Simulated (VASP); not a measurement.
# Tl (Im-3m) in VASP: notebook

Aim: see how the results for Tl move with the level of theory and the settings. Levels: LDA, r2SCAN. Tasks: electric field gradients.

Everything below comes from runs of VASP 6.6.1. Logs are shortened: lines on timing, memory, paths and dates and some standing lists are left out, and cuts for length are marked.

## Step 1: The cell of the first run

The structure is cubic, space group Im-3m (No. 229). Conventional cell: a = 3.882 Å, b = 3.882 Å, c = 3.882 Å, α = 90.00°, β = 90.00°, γ = 90.00°. Within 4.4 Å of Tl (site symmetry m-3m) lie 14 Tl at 3.36 to 3.88 Å.

This isn't the form of Tl at room conditions, which is hcp.

## Step 2: Electric field gradients, LDA

File INCAR:

```
SYSTEM = Tl
  PREC = Accurate
  ENCUT = 520
  EDIFF = 1E-8
  ISMEAR = -1
  SIGMA = 0.05
  LREAL = .False.
  LASPH = .True.
  NELM = 60
  ALGO = Normal
  ISIF = 2
  LWAVE = .False.
  LCHARG = .False.
  GGA = CA
  LEFG = .True.
  NBANDS = 12
```

File KPOINTS:

```
regular mesh
0
Gamma
  13 13 13
  0 0 0
```

File POSCAR:

```
Tl
1.0
   -1.9410000000      1.9410000000      1.9410000000
    1.9410000000     -1.9410000000      1.9410000000
    1.9410000000      1.9410000000     -1.9410000000
Tl
1
Direct
    0.0000000000      0.0000000000      0.0000000000
```

Potentials or basis: VASP PAW LDA potentials, release 64 (Tl_d).

Command:

```sh
$ cat potpaw_LDA.64/Tl_d/POTCAR > POTCAR
$ mpirun -np 1 vasp_std > vasp.out
```

OUTCAR:

```text
SYSTEM = Tl
   PREC = Accurate
   ENCUT = 520
   EDIFF = 1E-8
   ISMEAR = -1
   LREAL = .False.
   LASPH = .True.
   NELM = 60
   ISIF = 2
   GGA = CA

 ion  position               nearest neighbor table
   1  0.000  0.000  0.000-

  LATTYP: Found a body centered cubic cell.
 ALAT       =     3.8820000000

  Lattice vectors:

 A1 = (  -1.9410000000,   1.9410000000,   1.9410000000)
 A2 = (   1.9410000000,  -1.9410000000,   1.9410000000)
 A3 = (   1.9410000000,   1.9410000000,  -1.9410000000)

Analysis of symmetry for initial positions (statically):
=====================================================================
 Subroutine PRICEL returns:
 Original cell was already a primitive cell.

 Routine SETGRP: Setting up the symmetry group for a
 body centered cubic supercell.

 Subroutine GETGRP returns: Found 48 space group operations
 (whereof 48 operations were pure point group operations)
 out of a pool of 48 trial point group operations.

The static configuration has the point symmetry O_h .

Analysis of symmetry for dynamics (positions and initial velocities):
=====================================================================
 Subroutine PRICEL returns:
 Original cell was already a primitive cell.

 Routine SETGRP: Setting up the symmetry group for a
 body centered cubic supercell.

 Subroutine GETGRP returns: Found 48 space group operations
 (whereof 48 operations were pure point group operations)
 out of a pool of 48 trial point group operations.

The dynamic configuration has the point symmetry O_h .

 Subroutine INISYM returns: Found 48 space group operations
 (whereof 48 operations are pure point group operations),
 and found     1 'primitive' translations

----------------------------------------------------------------------------------------

                                     Primitive cell

  volume of cell :      29.2507

  direct lattice vectors                    reciprocal lattice vectors
    -1.941000000  1.941000000  1.941000000     0.000000000  0.257599176  0.257599176
     1.941000000 -1.941000000  1.941000000     0.257599176  0.000000000  0.257599176
     1.941000000  1.941000000 -1.941000000     0.257599176  0.257599176  0.000000000

  length of vectors
     3.361910617  3.361910617  3.361910617     0.364300248  0.364300248  0.364300248

  position of ions in fractional coordinates (direct lattice)
     0.000000000  0.000000000  0.000000000

  ion indices of the primitive-cell ions
   primitive index   ion index
                 1           1

----------------------------------------------------------------------------------------

 KPOINTS: regular mesh

Automatic generation of k-mesh.
 Grid dimensions read from file:
 generate k-points for:   13   13   13

 Generating k-lattice:

  Cartesian coordinates                     Fractional coordinates (reciprocal lattice)
     0.000000000  0.019815321  0.019815321     0.076923077  0.000000000  0.000000000
     0.019815321  0.000000000  0.019815321     0.000000000  0.076923077  0.000000000
     0.019815321  0.019815321  0.000000000     0.000000000  0.000000000  0.076923077

  Length of vectors
     0.028023096  0.028023096  0.028023096

  Shift w.r.t. Gamma in fractional coordinates (k-lattice)
     0.000000000  0.000000000  0.000000000

 Subroutine IBZKPT returns following result:
 ===========================================

 Found     84 irreducible k-points:

 Following reciprocal coordinates:
            Coordinates               Weight
  0.000000  0.000000  0.000000      1.000000
  0.076923  0.000000  0.000000     12.000000
  0.153846  0.000000  0.000000     12.000000
  0.230769  0.000000  0.000000     12.000000
  0.307692  0.000000  0.000000     12.000000
  0.384615  0.000000  0.000000     12.000000
[... 16 lines left out ...]
  0.153846  0.076923  0.076923     24.000000
  0.230769  0.076923  0.076923     24.000000
 [... further k-points ...]
   k-points           NKPTS =     84   k-points in BZ     NKDIM =     84   number of bands    NBANDS=     12
   number of dos      NEDOS =    301   number of ions     NIONS =      1
   total plane-waves  NPLWV =  21952
   dimension x,y,z NGX =    28 NGY =   28 NGZ =   28
   dimension x,y,z NGXF=    56 NGYF=   56 NGZF=   56
   ions per type =               1
   NGX,Y,Z   is equivalent  to a cutoff of  13.85, 13.85, 13.85 a.u.
   NGXF,Y,Z  is equivalent  to a cutoff of  27.69, 27.69, 27.69 a.u.
 SYSTEM =  Tl
   PREC   = accura    normal or accurate (medium, high low for compatibility)
   ISTART =      0    job   : 0-new  1-cont  2-samecut
   ICHARG =      2    charge: 1-file 2-atom 10-const
   ISPIN  =      1    spin polarized calculation?
   LNONCOLLINEAR =      F non collinear calculations
   LSORBIT =      F    spin-orbit coupling
   LASPH  =      T    aspherical Exc in radial PAW
   ENCUT  =  520.0 eV  38.22 Ry    6.18 a.u.   6.25  6.25  6.25*2*pi/ulx,y,z
   NELM   =     60;   NELMIN=  2; NELMDL= -5     # of ELM steps
   EDIFF  = 0.1E-07   stopping-criterion for ELM
   LREAL  =      F    real-space projection
   EDIFFG = 0.1E-06   stopping-criterion for IOM
   NSW    =      0    number of steps for IOM
   IBRION =     -1    ionic relax: 0-MD 1-quasi-New 2-CG
   NFREE  =      0    steps in history (QN), initial steepest desc. (CG)
   ISIF   =      2    stress and relaxation
   ISYM   =      2    0-nonsym 1-usesym 2-fastsym
   POTIM  = 0.5000    time-step for ionic-motion
   TEBEG  =    0.0;   TEEND  =   0.0 temperature during run
   PSTRESS=    0.0 pullay stress
   NELECT =      13.0000    total number of electrons
   NUPDOWN=      -1.0000    fix difference up-down
   EMIN   =  10.00;   EMAX   =-10.00  energy-range for DOS
   EFERMI =   0.00;   METHOD = LEGACY
   ISMEAR =    -1;   SIGMA  =   0.05  broadening in eV -4-tet -1-fermi 0-gaus
   EFERMI_NEDOS =   21; number of points for ismear=-14 and -15
   IALGO  =     38    algorithm
   IMIX   =      4    mixing-type and parameters
     AMIX     =   0.40;   BMIX     =  1.00
     AMIX_MAG =   1.60;   BMIX_MAG =  1.00
  volume/ion in A,a.u.               =      29.25       197.39
  Fermi-wavevector in a.u.,A,eV,Ry     =   1.249330  2.360891 21.236311  1.560825
  Thomas-Fermi vector in A             =   2.383375
   LORBIT       =      0    0 simple, 1 ext, 2 COOP (PROOUT), +10 PAW based schemes
   GGA     = CA    functional components
   LHFCALC =     F    Hartree Fock is set to
   AEXX    =    0.0000 exact exchange contribution
   IVDW    =     0    specifies the selected vdW correction
   LEPSILON=     F    determine dielectric tensor
   LRPA    =     F    only Hartree local field effects (RPA)
 non-spin polarized calculation
  energy-cutoff  :      520.00
  volume of cell :       29.25
 maximum number of plane-waves:       802
 NGX is ok and might be reduce to    28
   NGX = 13   NGY = 13   NGZ = 13

 number of electron      13.0000002 magnetization

 Free energy of the ion-electron system (eV)
  ---------------------------------------------------
  ext. energy  EPLUGINS =         0.00000000
  ---------------------------------------------------
  free energy    TOTEN  =        -2.91508494 eV

  energy without entropy =       -2.90945162  energy(sigma->0) =       -2.91226828

 E-fermi :   6.0085     XC(G=0): -10.3951

 val. band max:        5.9628932009   @ k =  -0.3846   0.3846   0.1538
 cond. band min:       6.0140941769   @ k =  -0.3077   0.4615   0.0769
 fundamental gap:      0.0512009760
 Fermi energy:         6.0084507007

 k-point     1 :       0.0000    0.0000    0.0000
  band No.  band energies     occupation
      1      -5.5412      2.00000
      2      -5.5412      2.00000
      3      -5.5412      2.00000
      4      -5.1248      2.00000
      5      -5.1248      2.00000
      6      -3.8606      2.00000
      7      16.5720      0.00000
      8      16.5720      0.00000
      9      16.5720      0.00000
     10      18.3542      0.00000
     11      18.3542      0.00000
     12      18.3542      0.00000

 k-point     2 :       0.0769    0.0000    0.0000
  band No.  band energies     occupation
      1      -5.5514      2.00000
      2      -5.5338      2.00000
      3      -5.5048      2.00000
      4      -5.1359      2.00000
      5      -5.1249      2.00000
      6      -3.7289      2.00000
      7      15.2198      0.00000
      8      16.0926      0.00000
      9      16.2932      0.00000
     10      17.8634      0.00000
     11      18.2366      0.00000
     12      18.3141      0.00000
[... 316 lines left out ...]
 k-point    24 :       0.2308    0.0769    0.0769
  band No.  band energies     occupation
      1      -5.6442      2.00000
      2      -5.5715      2.00000
      3      -5.1746      2.00000
      4      -5.1289      2.00000
      5      -5.1164      2.00000
      6      -1.4052      2.00000
      7       7.6676      0.00000
      8      11.3004      0.00000
      9      12.4320      0.00000
     10      18.5910      0.00000
     11      19.1538      0.00000
     12      20.6134      0.00000

 [... further k-points ...]

------------------------ aborting loop because EDIFF is reached ----------------------------------------

  FORCE on cell =-STRESS in cart. coord.  units (eV):
  Direction    XX          YY          ZZ          XY          YZ          ZX
  --------------------------------------------------------------------------------------
  -------------------------------------------------------------------------------------
  Total       -0.4463351     -0.4463351     -0.4463351     -0.0000000     -0.0000000      0.0000000
  in kB      -24.4475321    -24.4475321    -24.4475321     -0.0000000     -0.0000000      0.0000000
  external PRESSURE =     -24.4475321 kB  Pullay stress =       0.0000000 kB

 VOLUME and BASIS-vectors are now :
 -----------------------------------------------------------------------------
  energy-cutoff  :      520.00
  volume of cell :       29.25
      direct lattice vectors                 reciprocal lattice vectors
    -1.941000000  1.941000000  1.941000000     0.000000000  0.257599176  0.257599176
     1.941000000 -1.941000000  1.941000000     0.257599176  0.000000000  0.257599176
     1.941000000  1.941000000 -1.941000000     0.257599176  0.257599176  0.000000000

 POSITION                                       TOTAL-FORCE (eV/Angst)
 -----------------------------------------------------------------------------------
      0.00000      0.00000      0.00000        -0.000000      0.000000     -0.000000
 -----------------------------------------------------------------------------------
    total drift:                               -0.000000     -0.000000     -0.000000

  FREE ENERGIE OF THE ION-ELECTRON SYSTEM (eV)
  ---------------------------------------------------
  free  energy   TOTEN  =        -2.9150849380 eV

  energy  without entropy=       -2.9094516170  energy(sigma->0) =       -2.91226828

 Electric field gradients (V/A^2)
---------------------------------------------------------------------
 ion       V_xx      V_yy      V_zz      V_xy      V_xz      V_yz
---------------------------------------------------------------------
   1      -0.000     0.000     0.000     0.001     0.001     0.001
---------------------------------------------------------------------

 Electric field gradients after diagonalization (V/A^2)
 (convention: |V_zz| > |V_xx| > |V_yy|)
----------------------------------------------------------------------
 ion       V_xx      V_yy      V_zz     asymmetry (V_yy - V_xx)/ V_zz
----------------------------------------------------------------------
   1      -0.001    -0.001     0.001       0.000
----------------------------------------------------------------------

           NMR quadrupolar parameters

 Cq : quadrupolar parameter    Cq=e*Q*V_zz/h
 eta: asymmetry parameters     (V_yy - V_xx)/ V_zz
 Q  : nuclear electric quadrupole moment in mb (millibarn)
----------------------------------------------------------------------
 ion       Cq(MHz)       eta       Q (mb)
----------------------------------------------------------------------
   1       0.000       0.000       1.000
----------------------------------------------------------------------
```

Run time: 20 s. Hardware: 1 thread of Intel Xeon Platinum 8259CL at 2.50GHz (Skylake/Cascade Lake), shared host; peak memory 0.16 GiB.

What came out:

```
Free energy                             : -2.9151 eV
Pressure                                : -2.4 GPa
Band gap on the k mesh                  : zero (an odd number of electrons rules out a gap without spin polarisation)
Largest electric field gradient by atom : under 0.05 V/Å² on every atom
```

Caveat: spin-orbit coupling is left out, which moves the levels of the heavy elements.

## Step 3: Electric field gradients, r2SCAN

POSCAR is that of step 2.

File INCAR.step1:

```
ALGO = Normal
EDIFF = 1E-4
ENCUT = 520
GGA = PE
ISMEAR = -1
LASPH = True
LCHARG = False
LREAL = False
LWAVE = True
NBANDS = 12
NELM = 100
PREC = Accurate
SIGMA = 0.05
```

File INCAR.step2:

```
ALGO = Normal
EDIFF = 1E-8
ENCUT = 520
ISIF = 2
ISMEAR = -1
ISTART = 1
LASPH = True
LCHARG = False
LEFG = True
LMIXTAU = True
LREAL = False
LWAVE = False
METAGGA = R2SCAN
NBANDS = 12
NELM = 100
PREC = Accurate
SIGMA = 0.05
```

File KPOINTS:

```
k-points
0
Gamma
  13 13 13
```

Potentials or basis: VASP PAW PBE potentials, release 64 (Tl_d).

Command:

```sh
$ cat potpaw_PBE.64/Tl_d/POTCAR > POTCAR
$ cp INCAR.step1 INCAR
$ mpirun -np 1 vasp_std > vasp.out
$ cp INCAR.step2 INCAR
$ mpirun -np 1 vasp_std > vasp.out
```

OUTCAR:

```text
EDIFF = 1E-8
   ENCUT = 520
   ISIF = 2
   ISMEAR = -1
   ISTART = 1
   LASPH = True
   LREAL = False
   METAGGA = R2SCAN
   NELM = 100
   PREC = Accurate

 ion  position               nearest neighbor table
   1  0.000  0.000  0.000-

  LATTYP: Found a body centered cubic cell.
 ALAT       =     3.8820000000

  Lattice vectors:

 A1 = (  -1.9410000000,   1.9410000000,   1.9410000000)
[... 567 lines left out ...]
    total drift:                               -0.000000     -0.000000     -0.000000

  FREE ENERGIE OF THE ION-ELECTRON SYSTEM (eV)
  ---------------------------------------------------
  free  energy   TOTEN  =       -53.1698886801 eV

  energy  without entropy=      -53.1643298918  energy(sigma->0) =      -53.16710929

 Electric field gradients (V/A^2)
---------------------------------------------------------------------
 ion       V_xx      V_yy      V_zz      V_xy      V_xz      V_yz
---------------------------------------------------------------------
   1       0.000    -0.000     0.000     0.001     0.001     0.001
---------------------------------------------------------------------

 Electric field gradients after diagonalization (V/A^2)
 (convention: |V_zz| > |V_xx| > |V_yy|)
----------------------------------------------------------------------
 ion       V_xx      V_yy      V_zz     asymmetry (V_yy - V_xx)/ V_zz
----------------------------------------------------------------------
   1      -0.001    -0.001     0.001       0.000
----------------------------------------------------------------------

           NMR quadrupolar parameters

 Cq : quadrupolar parameter    Cq=e*Q*V_zz/h
 eta: asymmetry parameters     (V_yy - V_xx)/ V_zz
 Q  : nuclear electric quadrupole moment in mb (millibarn)
----------------------------------------------------------------------
 ion       Cq(MHz)       eta       Q (mb)
----------------------------------------------------------------------
   1       0.000       0.000       1.000
----------------------------------------------------------------------
```

OUTCAR.step1:

```text
EDIFF = 1E-4
   ENCUT = 520
   GGA = PE
   ISMEAR = -1
   LASPH = True
[... 575 lines left out ...]

 POSITION                                       TOTAL-FORCE (eV/Angst)
 -----------------------------------------------------------------------------------
      0.00000      0.00000      0.00000         0.000000      0.000000      0.000000
 -----------------------------------------------------------------------------------
    total drift:                               -0.000000     -0.000000     -0.000000

  FREE ENERGIE OF THE ION-ELECTRON SYSTEM (eV)
  ---------------------------------------------------
  free  energy   TOTEN  =        -2.2065909277 eV

  energy  without entropy=       -2.2009541934  energy(sigma->0) =       -2.20377256
```

OSZICAR.step1:

```text
N       E                     dE             d eps       ncg     rms          rms(c)
DAV:   1     0.521588022094E+02    0.52159E+02   -0.66608E+03  2108   0.934E+02
DAV:   2    -0.156569565641E+01   -0.53724E+02   -0.52670E+02  2312   0.215E+02
DAV:   3    -0.222925190914E+01   -0.66356E+00   -0.66292E+00  2408   0.216E+01
DAV:   4    -0.223238409505E+01   -0.31322E-02   -0.31320E-02  2252   0.173E+00
DAV:   5    -0.223242335259E+01   -0.39258E-04   -0.39257E-04  2348   0.187E-01    0.206E+00
DAV:   6    -0.221062816331E+01    0.21795E-01   -0.34742E-02  2200   0.175E+00    0.146E+00
DAV:   7    -0.220679400018E+01    0.38342E-02   -0.11843E-02  2252   0.101E+00    0.603E-01
DAV:   8    -0.220658783207E+01    0.20617E-03   -0.50137E-04  2232   0.212E-01    0.314E-02
DAV:   9    -0.220659092768E+01   -0.30956E-05   -0.44591E-06  1132   0.222E-02
   1 F= -.22065909E+01 E0= -.22037726E+01  d E =-.563673E-02
```

Run time: 1.9 min. Hardware: 1 thread of Intel Xeon Platinum 8259CL at 2.50GHz (Skylake/Cascade Lake), shared host; peak memory 0.18 GiB.

What came out:

- Free energy: -53.1699 eV
- Pressure: 0.9 GPa
- Band gap on the k mesh: zero (an odd number of electrons rules out a gap without spin polarisation)
- Largest electric field gradient by atom: under 0.05 V/Å² on every atom

Caveat: the PAW data sets were made with another functional, which shifts forces and pressure a little; spin-orbit coupling is left out, which moves the levels of the heavy elements.

The gap in the log of VASP goes by the Fermi energy; the results here count the filled bands.